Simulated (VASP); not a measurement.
# CaO (I-4m2) in VASP: a series of runs

The runs below take CaO through single point, with PBE, r2SCAN.

Program: VASP 6.6.1. These are calculated values, not measurements. Logs are shortened: lines on timing, memory, paths and dates and some standing lists are left out, and cuts for length are marked.

## Step 1: The cell of the first run

Symmetry: I-4m2, No. 119, tetragonal system. Conventional cell: a = 3.512 Å, b = 3.512 Å, c = 5.563 Å, α = 90.00°, β = 90.00°, γ = 90.00°. Ca (site symmetry -4m2) has 4 O at 2.24 Å within 3.0 Å. Within 3.0 Å of O (site symmetry -4m2) lie 4 Ca at 2.24 Å.

## Step 2: Single point, PBE (epitaxial xy strain -4.7%)

INCAR reads:

```
SYSTEM = CaO
PREC = Accurate
ENCUT = 520
EDIFF = 1E-6
ISMEAR = -1
SIGMA = 0.02
LREAL = .False.
LASPH = .True.
NELM = 100
ALGO = Normal
ISIF = 2
LWAVE = .False.
LCHARG = .True.
GGA = PE
LELF = .True.
LVHAR = .True.
NBANDS = 15
```

KPOINTS reads:

```
Automatic mesh
0
Gamma
  8 8 8
  0 0 0
```

POSCAR reads:

```
CaO
1.0
    0.0000000000      2.4831726570      2.7812956909
    2.4831726570      0.0000000000      2.7812956909
    2.4831726570      2.4831726570      0.0000000000
Ca O
1 1
Direct
    0.0000000000      0.0000000000      0.0000000000
    0.2500000000      0.2500000000      0.2500000000
```

Potentials or basis: VASP PAW PBE potentials, release 64 (Ca_sv, O).

The run is started by

```bash
$ cat potpaw_PBE.64/Ca_sv/POTCAR potpaw_PBE.64/O/POTCAR > POTCAR
$ mpirun -np 1 vasp_std > vasp.out
```

OUTCAR:

```text
SYSTEM = CaO
   PREC = Accurate
   ENCUT = 520
   EDIFF = 1E-6
   ISMEAR = -1
   LREAL = .False.
   LASPH = .True.
   NELM = 100
   ISIF = 2
   GGA = PE

 ion  position               nearest neighbor table
   1  0.000  0.000  0.000-   2 2.24   2 2.24   2 2.24   2 2.24
   2  0.250  0.250  0.250-   1 2.24   1 2.24   1 2.24   1 2.24

  LATTYP: Found a body centered tetragonal cell.
 ALAT       =     3.5117364492
 C/A-ratio  =     1.5840002410

  Lattice vectors:

 A1 = (  -2.4831726570,   0.0000000000,   2.7812956909)
 A2 = (   2.4831726570,   0.0000000000,   2.7812956909)
 A3 = (   0.0000000000,   2.4831726570,  -2.7812956909)

Analysis of symmetry for initial positions (statically):
=====================================================================
 Subroutine PRICEL returns:
 Original cell was already a primitive cell.

 Routine SETGRP: Setting up the symmetry group for a
 body centered tetragonal supercell.

 Subroutine GETGRP returns: Found  8 space group operations
 (whereof  8 operations were pure point group operations)
 out of a pool of 16 trial point group operations.

The static configuration has the point symmetry D_2d.

Analysis of symmetry for dynamics (positions and initial velocities):
=====================================================================
 Subroutine PRICEL returns:
 Original cell was already a primitive cell.

 Routine SETGRP: Setting up the symmetry group for a
 body centered tetragonal supercell.

 Subroutine GETGRP returns: Found  8 space group operations
 (whereof  8 operations were pure point group operations)
 out of a pool of 16 trial point group operations.

The dynamic configuration has the point symmetry D_2d.

 Subroutine INISYM returns: Found  8 space group operations
 (whereof  8 operations are pure point group operations),
 and found     1 'primitive' translations

----------------------------------------------------------------------------------------

                                     Primitive cell

  volume of cell :      34.2998

  direct lattice vectors                    reciprocal lattice vectors
     0.000000000  2.483172657  2.781295691    -0.201355310  0.201355310  0.179772328
     2.483172657  0.000000000  2.781295691     0.201355310 -0.201355310  0.179772328
     2.483172657  2.483172657  0.000000000     0.201355310  0.201355310 -0.179772328

  length of vectors
     3.728505353  3.728505353  3.511736449     0.336758090  0.336758090  0.336758090

  position of ions in fractional coordinates (direct lattice)
     0.000000000  0.000000000  0.000000000
     0.250000000  0.250000000  0.250000000

  ion indices of the primitive-cell ions
   primitive index   ion index
                 1           1
                 2           2

----------------------------------------------------------------------------------------

 KPOINTS: Automatic mesh

Automatic generation of k-mesh.
 Grid dimensions read from file:
 generate k-points for:    8    8    8

 Generating k-lattice:

  Cartesian coordinates                     Fractional coordinates (reciprocal lattice)
    -0.025169414  0.025169414  0.022471541     0.125000000  0.000000000  0.000000000
     0.025169414 -0.025169414  0.022471541     0.000000000  0.125000000  0.000000000
     0.025169414  0.025169414 -0.022471541     0.000000000  0.000000000  0.125000000

  Length of vectors
     0.042094761  0.042094761  0.042094761

  Shift w.r.t. Gamma in fractional coordinates (k-lattice)
     0.000000000  0.000000000  0.000000000

 Subroutine IBZKPT returns following result:
 ===========================================

 Found     59 irreducible k-points:

 Following reciprocal coordinates:
            Coordinates               Weight
  0.000000  0.000000  0.000000      1.000000
  0.125000  0.000000  0.000000      8.000000
  0.250000  0.000000  0.000000      8.000000
  0.375000  0.000000  0.000000      8.000000
  0.500000  0.000000  0.000000      4.000000
  0.125000  0.125000  0.000000      2.000000
[... 16 lines left out ...]
  0.250000 -0.000000  0.125000     16.000000
  0.375000  0.000000  0.125000     16.000000
 [... further k-points ...]
   k-points           NKPTS =     59   k-points in BZ     NKDIM =     59   number of bands    NBANDS=     15
   number of dos      NEDOS =    301   number of ions     NIONS =      2
   total plane-waves  NPLWV =  21952
   dimension x,y,z NGX =    28 NGY =   28 NGZ =   28
   dimension x,y,z NGXF=    56 NGYF=   56 NGZF=   56
   ions per type =               1   1
   NGX,Y,Z   is equivalent  to a cutoff of  12.48, 12.48, 13.26 a.u.
   NGXF,Y,Z  is equivalent  to a cutoff of  24.97, 24.97, 26.51 a.u.
 SYSTEM =  CaO
   PREC   = accura    normal or accurate (medium, high low for compatibility)
   ISTART =      0    job   : 0-new  1-cont  2-samecut
   ICHARG =      2    charge: 1-file 2-atom 10-const
   ISPIN  =      1    spin polarized calculation?
   LNONCOLLINEAR =      F non collinear calculations
   LSORBIT =      F    spin-orbit coupling
   LASPH  =      T    aspherical Exc in radial PAW
   ENCUT  =  520.0 eV  38.22 Ry    6.18 a.u.   6.93  6.93  6.53*2*pi/ulx,y,z
   NELM   =    100;   NELMIN=  2; NELMDL= -5     # of ELM steps
   EDIFF  = 0.1E-05   stopping-criterion for ELM
   LREAL  =      F    real-space projection
   EDIFFG = 0.1E-04   stopping-criterion for IOM
   NSW    =      0    number of steps for IOM
   IBRION =     -1    ionic relax: 0-MD 1-quasi-New 2-CG
   NFREE  =      0    steps in history (QN), initial steepest desc. (CG)
   ISIF   =      2    stress and relaxation
   ISYM   =      2    0-nonsym 1-usesym 2-fastsym
   POTIM  = 0.5000    time-step for ionic-motion
   TEBEG  =    0.0;   TEEND  =   0.0 temperature during run
   PSTRESS=    0.0 pullay stress
   NELECT =      16.0000    total number of electrons
   NUPDOWN=      -1.0000    fix difference up-down
   EMIN   =  10.00;   EMAX   =-10.00  energy-range for DOS
   EFERMI =   0.00;   METHOD = LEGACY
   ISMEAR =    -1;   SIGMA  =   0.02  broadening in eV -4-tet -1-fermi 0-gaus
   EFERMI_NEDOS =   21; number of points for ismear=-14 and -15
   IALGO  =     38    algorithm
   IMIX   =      4    mixing-type and parameters
     AMIX     =   0.40;   BMIX     =  1.00
     AMIX_MAG =   1.60;   BMIX_MAG =  1.00
  volume/ion in A,a.u.               =      17.15       115.73
  Fermi-wavevector in a.u.,A,eV,Ry     =   1.269651  2.399293 21.932791  1.612015
  Thomas-Fermi vector in A             =   2.402681
   LORBIT       =      0    0 simple, 1 ext, 2 COOP (PROOUT), +10 PAW based schemes
   GGA     = PE    functional components
   LHFCALC =     F    Hartree Fock is set to
   AEXX    =    0.0000 exact exchange contribution
   IVDW    =     0    specifies the selected vdW correction
   LEPSILON=     F    determine dielectric tensor
   LRPA    =     F    only Hartree local field effects (RPA)
 non-spin polarized calculation
  energy-cutoff  :      520.00
  volume of cell :       34.30
 maximum number of plane-waves:       946
   NGX = 13   NGY = 13   NGZ = 13

 number of electron      15.9999998 magnetization

 Free energy of the ion-electron system (eV)
  ---------------------------------------------------
  ext. energy  EPLUGINS =         0.00000000
  ---------------------------------------------------
  free energy    TOTEN  =       -12.39628577 eV

  energy without entropy =      -12.39628577  energy(sigma->0) =      -12.39628577

 E-fermi :   1.2595     XC(G=0):  -9.1937

 val. band max:        0.7677495335   @ k =   0.5000   0.5000   0.0000
 cond. band min:       4.0623708504   @ k =   0.0000   0.0000   0.0000
 fundamental gap:      3.2946213169
 Fermi energy:         1.2595108708

 k-point     1 :       0.0000    0.0000    0.0000
  band No.  band energies     occupation
      1     -36.4279      2.00000
      2     -17.3653      2.00000
      3     -17.3653      2.00000
      4     -17.3393      2.00000
      5     -14.1975      2.00000
      6      -0.0774      2.00000
      7       0.0467      2.00000
      8       0.0467      2.00000
      9       4.0624      0.00000
     10       8.2300      0.00000
     11       9.1278      0.00000
     12       9.6848      0.00000
     13      10.7075      0.00000
     14      10.7075      0.00000
     15      16.9868      0.00000

 k-point     2 :       0.1250    0.0000    0.0000
  band No.  band energies     occupation
      1     -36.4201      2.00000
      2     -17.4964      2.00000
      3     -17.3701      2.00000
      4     -17.3591      2.00000
      5     -14.0628      2.00000
      6      -0.2023      2.00000
      7       0.0198      2.00000
      8       0.1027      2.00000
      9       4.6194      0.00000
     10       8.1112      0.00000
     11       8.8990      0.00000
     12       9.7764      0.00000
     13      10.6112      0.00000
     14      10.8047      0.00000
     15      15.8743      0.00000

 k-point     3 :       0.2500    0.0000    0.0000
  band No.  band energies     occupation
      1     -36.4013      2.00000
      2     -17.7874      2.00000
      3     -17.3909      2.00000
      4     -17.3817      2.00000
      5     -13.7863      2.00000
      6      -0.4219      2.00000
      7       0.0768      2.00000
      8       0.2333      2.00000
      9       5.7538      0.00000
     10       8.0734      0.00000
     11       8.6058      0.00000
     12       9.5996      0.00000
     13      10.6028      0.00000
     14      10.7541      0.00000
     15      13.8729      0.00000
[... 343 lines left out ...]
 k-point    23 :       0.2500   -0.0000    0.1250
  band No.  band energies     occupation
      1     -36.4005      2.00000
      2     -17.7430      2.00000
      3     -17.4238      2.00000
      4     -17.3814      2.00000
      5     -13.8085      2.00000
      6      -0.4760      2.00000
      7       0.0387      2.00000
      8       0.2659      2.00000
      9       5.7977      0.00000
     10       7.9139      0.00000
     11       8.6572      0.00000
     12       9.7924      0.00000
     13      10.5122      0.00000
     14      10.8612      0.00000
     15      14.7049      0.00000

 k-point    24 :       0.3750    0.0000    0.1250
  band No.  band energies     occupation
      1     -36.3816      2.00000
      2     -17.9868      2.00000
      3     -17.4473      2.00000
      4     -17.4141      2.00000
      5     -13.5745      2.00000
      6      -0.4947      2.00000
      7       0.1144      2.00000
      8       0.3460      2.00000
      9       6.5717      0.00000
     10       7.8066      0.00000
     11       8.7359      0.00000
     12       9.6367      0.00000
     13      10.4532      0.00000
     14      10.7799      0.00000
     15      13.2926      0.00000

 [... further k-points ...]
[... 5 lines left out ...]
  --------------------------------------------------------------------------------------
  -------------------------------------------------------------------------------------
  Total        1.0835145      1.0835145      0.4426789      0.0000000      0.0000000     -0.0000000
  in kB       50.6120960     50.6120960     20.6779933      0.0000000      0.0000000     -0.0000000
  external PRESSURE =      40.6340618 kB  Pullay stress =       0.0000000 kB

 VOLUME and BASIS-vectors are now :
 -----------------------------------------------------------------------------
  energy-cutoff  :      520.00
  volume of cell :       34.30
      direct lattice vectors                 reciprocal lattice vectors
     0.000000000  2.483172657  2.781295691    -0.201355310  0.201355310  0.179772328
     2.483172657  0.000000000  2.781295691     0.201355310 -0.201355310  0.179772328
     2.483172657  2.483172657  0.000000000     0.201355310  0.201355310 -0.179772328

 POSITION                                       TOTAL-FORCE (eV/Angst)
 -----------------------------------------------------------------------------------
      0.00000      0.00000      0.00000         0.000000      0.000000      0.000000
      1.24159      1.24159      1.39065        -0.000000     -0.000000     -0.000000
 -----------------------------------------------------------------------------------
    total drift:                                0.000000      0.000000      0.000000

  FREE ENERGIE OF THE ION-ELECTRON SYSTEM (eV)
  ---------------------------------------------------
  free  energy   TOTEN  =       -12.3962857744 eV

  energy  without entropy=      -12.3962857744  energy(sigma->0) =      -12.39628577
```

Run time: 64 s. Hardware: 1 thread of Intel Xeon 8259CL, shared host; peak memory 0.17 GiB.

What came out:

| Item | Value |
| --- | --- |
| Free energy | -12.3963 eV |
| Pressure | 4.1 GPa |
| Band gap on the k mesh | 3.29 eV (least direct gap 4.02 eV) |

Stress tensor (GPa, compression positive):
```
5.06 0.00 0.00
0.00 5.06 0.00
0.00 0.00 2.07
```

Levels at points of the mesh, in eV from the valence-band top:
```
           k point  band 5  band 6  band 7  band 8  band 9  band 10  band 11  band 12
(0.00, 0.00, 0.00)  -14.97   -0.85   -0.72   -0.72    3.29     7.46     8.36     8.92
(0.50, 0.00, 0.00)  -14.25   -1.16   -0.65   -0.36    6.11     7.75     7.91     8.21
(0.50, 0.50, 0.00)  -13.91   -1.66    0.00    0.00    4.62     6.35     9.06     9.30
(0.50, 0.00, 0.50)  -14.09   -1.60   -0.24   -0.16    5.03     6.49     9.14     9.26
```

Caveat: the cell differs from its parent crystal (epitaxial xy strain -4.7%); the cell stands under pressure.

## Step 3: Single point, r2SCAN (epitaxial xy strain -4.7%)

POSCAR is that of step 2.

INCAR.step1 reads:

```
PREC = Accurate ; ENCUT = 520
ISMEAR = 0 ; SIGMA = 0.01
LREAL = F ; LASPH = T
NELM = 80 ; NBANDS = 15
GGA = PE ; ALGO = Normal
EDIFF = 1E-4 ; LWAVE = T
LCHARG = F
```

INCAR.step2 reads:

```
PREC = Accurate ; ENCUT = 520
EDIFF = 1E-7 ; ISMEAR = 0
SIGMA = 0.01 ; LREAL = F
LASPH = T ; NELM = 80
ALGO = Normal ; ISIF = 2
LWAVE = F ; LCHARG = T
METAGGA = R2SCAN ; LMIXTAU = T
LELF = T ; LVHAR = T
NBANDS = 15 ; ISTART = 1
```

KPOINTS reads:

```
regular mesh
0
Gamma
  8 8 8
```

Potentials or basis: VASP PAW PBE potentials, release 64 (Ca_sv, O).

The run is started by

```bash
$ cat potpaw_PBE.64/Ca_sv/POTCAR potpaw_PBE.64/O/POTCAR > POTCAR
$ cp INCAR.step1 INCAR
$ mpirun -np 1 vasp_std > vasp.out
$ cp INCAR.step2 INCAR
$ mpirun -np 1 vasp_std > vasp.out
```

OUTCAR:

```text
PREC = Accurate
   ENCUT = 520
   EDIFF = 1E-7
   ISMEAR = 0
   LREAL = F
   LASPH = T
   NELM = 80
   ISIF = 2
   METAGGA = R2SCAN
   ISTART = 1

 ion  position               nearest neighbor table
   1  0.000  0.000  0.000-   2 2.24   2 2.24   2 2.24   2 2.24
   2  0.250  0.250  0.250-   1 2.24   1 2.24   1 2.24   1 2.24

  LATTYP: Found a body centered tetragonal cell.
 ALAT       =     3.5117364492
 C/A-ratio  =     1.5840002410

  Lattice vectors:

[... 609 lines left out ...]
      9       6.6741      0.00000
     10       8.0841      0.00000
     11       9.0561      0.00000
     12       9.9731      0.00000
     13      10.8275      0.00000
     14      11.1689      0.00000
     15      13.6744      0.00000

 [... further k-points ...]
[... 5 lines left out ...]
  --------------------------------------------------------------------------------------
  -------------------------------------------------------------------------------------
  Total        0.8818356      0.8818356      0.2545832      0.0000000     -0.0000000      0.0000000
  in kB       41.1914630     41.1914630     11.8918497      0.0000000     -0.0000000      0.0000000
  external PRESSURE =      31.4249252 kB  Pullay stress =       0.0000000 kB

 VOLUME and BASIS-vectors are now :
 -----------------------------------------------------------------------------
  energy-cutoff  :      520.00
  volume of cell :       34.30
      direct lattice vectors                 reciprocal lattice vectors
     0.000000000  2.483172657  2.781295691    -0.201355310  0.201355310  0.179772328
     2.483172657  0.000000000  2.781295691     0.201355310 -0.201355310  0.179772328
     2.483172657  2.483172657  0.000000000     0.201355310  0.201355310 -0.179772328

 POSITION                                       TOTAL-FORCE (eV/Angst)
 -----------------------------------------------------------------------------------
      0.00000      0.00000      0.00000         0.000000      0.000000     -0.000000
      1.24159      1.24159      1.39065        -0.000000     -0.000000      0.000000
 -----------------------------------------------------------------------------------
    total drift:                                0.000000      0.000000      0.000000

  FREE ENERGIE OF THE ION-ELECTRON SYSTEM (eV)
  ---------------------------------------------------
  free  energy   TOTEN  =       -18.9048994661 eV

  energy  without entropy=      -18.9048994661  energy(sigma->0) =      -18.90489947
```

OUTCAR.step1:

```text
PREC = Accurate
   ENCUT = 520
   ISMEAR = 0
   LREAL = F
   LASPH = T
[... 653 lines left out ...]
 -----------------------------------------------------------------------------------
      0.00000      0.00000      0.00000        -0.000000     -0.000000      0.000000
      1.24159      1.24159      1.39065         0.000000      0.000000      0.000000
 -----------------------------------------------------------------------------------
    total drift:                                0.000000      0.000000      0.000000

  FREE ENERGIE OF THE ION-ELECTRON SYSTEM (eV)
  ---------------------------------------------------
  free  energy   TOTEN  =       -12.3962851907 eV

  energy  without entropy=      -12.3962851907  energy(sigma->0) =      -12.39628519
```

It took 5 min on 1 thread of Intel Xeon 8259CL, shared host; peak memory 0.19 GiB.

Results:

```
Free energy            : -18.9049 eV
Pressure               : 3.1 GPa
Band gap on the k mesh : 3.71 eV (least direct gap 4.43 eV)
```

Levels at points of the mesh, in eV from the valence-band top:
```csv
k point,band 6,band 7,band 8,band 9,band 10,band 11
"(0.00, 0.00, 0.00)",-0.85,-0.72,-0.72,3.71,8.12,9.05
"(0.50, 0.00, 0.00)",-1.16,-0.65,-0.36,6.57,8.37,8.57
"(0.50, 0.50, 0.00)",-1.65,0.00,0.00,5.04,6.92,9.78
"(0.50, 0.00, 0.50)",-1.60,-0.24,-0.17,5.44,7.07,9.87
```

Caveat: the cell differs from its parent crystal (epitaxial xy strain -4.7%); the cell stands under pressure; the PAW data sets were made with another functional, which shifts forces and pressure a little. A k mesh can miss the band edges.
